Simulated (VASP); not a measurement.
# Si (Fd-3m) in VASP: notebook, part 2 of 2

VASP 6.6.1. The steps go on from the part before.

### Step 3. Single point, PBE

This run uses another cell than the first one: it holds 54 atoms, not 2.

The input, INCAR:

```
SYSTEM = Si
PREC = Accurate
ENCUT = 520
EDIFF = 1E-6
ISMEAR = 0
SIGMA = 0.01
LREAL = Auto
LASPH = .True.
NELM = 100
ALGO = Normal
ISIF = 2
LWAVE = .False.
LCHARG = .False.
GGA = PE
NBANDS = 141
```

The input, KPOINTS:

```
regular mesh
0
Gamma
  1 1 1
  0 0 0
```

The input, POSCAR:

```
Si
1.0
    8.2051404881     -8.2051404881      0.0000000000
    8.2051404881      0.0000000000      8.2051404881
    0.0000000000     -8.2051404881      8.2051404881
Si
54
Direct
    0.5833333333      0.2500000000      0.9166666667
    0.5833333333      0.2500000000      0.2500000000
    0.5833333333      0.5833333333      0.9166666667
    0.5833333333      0.2500000000      0.5833333333
    0.5833333333      0.5833333333      0.2500000000
    0.5833333333      0.9166666667      0.9166666667
    0.5833333333      0.5833333333      0.5833333333
    0.5833333333      0.9166666667      0.2500000000
    0.5833333333      0.9166666667      0.5833333333
    0.2500000000      0.2500000000      0.9166666667
    0.2500000000      0.2500000000      0.2500000000
    0.2500000000      0.5833333333      0.9166666667
    0.2500000000      0.2500000000      0.5833333333
    0.2500000000      0.5833333333      0.2500000000
    0.2500000000      0.9166666667      0.9166666667
    0.2500000000      0.5833333333      0.5833333333
    0.2500000000      0.9166666667      0.2500000000
    0.2500000000      0.9166666667      0.5833333333
    0.9166666667      0.2500000000      0.9166666667
    0.9166666667      0.2500000000      0.2500000000
    0.9166666667      0.5833333333      0.9166666667
    0.9166666667      0.2500000000      0.5833333333
    0.9166666667      0.5833333333      0.2500000000
    0.9166666667      0.9166666667      0.9166666667
    0.9166666667      0.5833333333      0.5833333333
    0.9166666667      0.9166666667      0.2500000000
    0.9166666667      0.9166666667      0.5833333333
    0.3333333333      0.3333333333      1.0000000000
    0.3333333333      0.3333333333      0.3333333333
    0.3333333333      0.6666666667      1.0000000000
    0.3333333333      0.3333333333      0.6666666667
    0.3333333333      0.6666666667      0.3333333333
    0.3333333333      0.0000000000      1.0000000000
    0.3333333333      0.6666666667      0.6666666667
    0.3333333333      0.0000000000      0.3333333333
    0.3333333333      1.0000000000      0.6666666667
    0.0000000000      0.3333333333      1.0000000000
    0.0000000000      0.3333333333      0.3333333333
    0.0000000000      0.6666666667      1.0000000000
    0.0000000000      0.3333333333      0.6666666667
    0.0000000000      0.6666666667      0.3333333333
    0.0000000000      0.0000000000      1.0000000000
    0.0000000000      0.6666666667      0.6666666667
    0.0000000000      0.0000000000      0.3333333333
    0.0000000000      1.0000000000      0.6666666667
    0.6666666667      0.3333333333      1.0000000000
    0.6666666667      0.3333333333      0.3333333333
    0.6666666667      0.6666666667      1.0000000000
    0.6666666667      0.3333333333      0.6666666667
    0.6666666667      0.6666666667      0.3333333333
    0.6666666667      0.0000000000      1.0000000000
    0.6666666667      0.6666666667      0.6666666667
    0.6666666667      0.0000000000      0.3333333333
    0.6666666667      1.0000000000      0.6666666667
```

Potentials or basis: VASP PAW PBE potentials, release 64 (Si).

The run is started by

```
$ cat potpaw_PBE.64/Si/POTCAR > POTCAR
$ mpirun -np 1 vasp_gam > vasp.out
```

OUTCAR:

```text
SYSTEM = Si
   PREC = Accurate
   ENCUT = 520
   EDIFF = 1E-6
   ISMEAR = 0
   LREAL = Auto
   LASPH = .True.
   NELM = 100
   ISIF = 2
   GGA = PE

 ion  position               nearest neighbor table
   1  0.583  0.250  0.917-  28 2.37  46 2.37  49 2.37  51 2.37
   2  0.583  0.250  0.250-  29 2.37  46 2.37  47 2.37  53 2.37
   3  0.583  0.583  0.917-  30 2.37  46 2.37  52 2.37  48 2.37
   4  0.583  0.250  0.583-  31 2.37  47 2.37  54 2.37  49 2.37
   5  0.583  0.583  0.250-  32 2.37  47 2.37  48 2.37  50 2.37
   6  0.583  0.917  0.917-  33 2.37  48 2.37  51 2.37  54 2.37
[... 54 lines left out ...]
 A1 = (   8.2051404881,  -8.2051404881,   0.0000000000)
 A2 = (   8.2051404881,   0.0000000000,   8.2051404881)
 A3 = (   0.0000000000,  -8.2051404881,   8.2051404881)

Analysis of symmetry for initial positions (statically):
=====================================================================
 Subroutine PRICEL returns following result:

  LATTYP: Found a face centered cubic cell.
 ALAT       =     5.4700936582

  Lattice vectors:

 A1 = (   2.7350468291,  -2.7350468291,   0.0000000000)
 A2 = (   2.7350468291,   0.0000000000,   2.7350468291)
 A3 = (   0.0000000000,  -2.7350468291,   2.7350468291)

  27 primitive cells build up your supercell.

 Routine SETGRP: Setting up the symmetry group for a
 face centered cubic supercell.

 Subroutine GETGRP returns: Found 48 space group operations
 (whereof 24 operations were pure point group operations)
 out of a pool of 48 trial point group operations.

The static configuration has the point symmetry T_d .
 The point group associated with its full space group is O_h .

Analysis of symmetry for dynamics (positions and initial velocities):
=====================================================================
 Subroutine PRICEL returns following result:

  LATTYP: Found a face centered cubic cell.
 ALAT       =     5.4700936582

  Lattice vectors:

 A1 = (   2.7350468291,  -2.7350468291,   0.0000000000)
 A2 = (   2.7350468291,   0.0000000000,   2.7350468291)
[... 114 lines left out ...]
   LHFCALC =     F    Hartree Fock is set to
   AEXX    =    0.0000 exact exchange contribution
   IVDW    =     0    specifies the selected vdW correction
   LEPSILON=     F    determine dielectric tensor
   LRPA    =     F    only Hartree local field effects (RPA)
 non-spin polarized calculation
 Gauss-broadening in eV      SIGMA  =   0.01
  energy-cutoff  :      520.00
  volume of cell :     1104.81
 maximum number of plane-waves:     14814
 NGX is ok and might be reduce to    90

 number of electron     216.0000022 magnetization

 Free energy of the ion-electron system (eV)
  ---------------------------------------------------
  ext. energy  EPLUGINS =         0.00000000
  ---------------------------------------------------
  free energy    TOTEN  =      -276.56925250 eV

  energy without entropy =     -276.56925250  energy(sigma->0) =     -276.56925250

 E-fermi :   5.7968     XC(G=0):  -9.2562

 val. band max:        5.7159470422   @ k =   0.0000   0.0000   0.0000
 cond. band min:       6.4381619750   @ k =   0.0000   0.0000   0.0000
 fundamental gap:      0.7222149328
 Fermi energy:         5.7968480034

 k-point     1 :       0.0000    0.0000    0.0000
  band No.  band energies     occupation
      1      -6.1138      2.00000
      2      -4.7618      2.00000
      3      -4.7618      2.00000
      4      -4.7618      2.00000
      5      -4.7618      2.00000
      6      -4.7618      2.00000
[... 112 lines left out ...]
    119       7.2652      0.00000
    120       7.2652      0.00000
 [bands above 120 left out]

------------------------ aborting loop because EDIFF is reached ----------------------------------------

  FORCE on cell =-STRESS in cart. coord.  units (eV):
  Direction    XX          YY          ZZ          XY          YZ          ZX
  --------------------------------------------------------------------------------------
  -------------------------------------------------------------------------------------
  Total       12.3684983     12.3684983     12.3684983     -0.0000000     -0.0000000      0.0000000
  in kB       17.9365742     17.9365742     17.9365742     -0.0000000     -0.0000000      0.0000000
  external PRESSURE =      17.9365742 kB  Pullay stress =       0.0000000 kB

 VOLUME and BASIS-vectors are now :
 -----------------------------------------------------------------------------
  energy-cutoff  :      520.00
  volume of cell :     1104.81
      direct lattice vectors                 reciprocal lattice vectors
     8.205140488 -8.205140488  0.000000000     0.060937409 -0.060937409 -0.060937409
     8.205140488  0.000000000  8.205140488     0.060937409  0.060937409  0.060937409
     0.000000000 -8.205140488  8.205140488    -0.060937409 -0.060937409  0.060937409

 POSITION                                       TOTAL-FORCE (eV/Angst)
 -----------------------------------------------------------------------------------
      6.83762    -12.30771      9.57266         0.000000      0.000000     -0.000000
      6.83762     -6.83762      4.10257        -0.000000      0.000000      0.000000
      9.57266    -12.30771     12.30771        -0.000000      0.000000     -0.000000
      6.83762     -9.57266      6.83762         0.000000      0.000000      0.000000
      9.57266     -6.83762      6.83762         0.000000      0.000000     -0.000000
     12.30771    -12.30771     15.04276         0.000000      0.000000     -0.000000
[... 46 lines left out ...]
      5.47009     -8.20514      2.73505        -0.000000      0.000000      0.000000
      5.47009    -10.94019      5.47009        -0.000000     -0.000000      0.000000
 -----------------------------------------------------------------------------------
    total drift:                               -0.000000      0.000000     -0.000000

  FREE ENERGIE OF THE ION-ELECTRON SYSTEM (eV)
  ---------------------------------------------------
  free  energy   TOTEN  =      -276.5692525024 eV

  energy  without entropy=     -276.5692525024  energy(sigma->0) =     -276.56925250
```

stdout:

```text
POSCAR found type information on POSCAR Si
 POSCAR found :  1 types and      54 ions
 scaLAPACK will be used
 LDA part: xc-table for (Slater+PW92), standard interpolation
 POSCAR, INCAR and KPOINTS ok, starting setup
 FFT: planning ... GRIDC
 FFT: planning ... GRID_SOFT
 FFT: planning ... GRID
 WAVECAR not read
 entering main loop
```

Run time: 9.5 min. Hardware: 1 thread of Intel Xeon 8259CL, shared host; peak memory 1.2 GiB.

Results:

```
Free energy            : -276.5693 eV
Pressure               : 1.8 GPa
Band gap on the k mesh : 0.72 eV
```

Caveat: the k points lie up to 0.66 Å⁻¹ apart; an odd mesh through Γ misses points on the zone boundary, where band edges can lie.
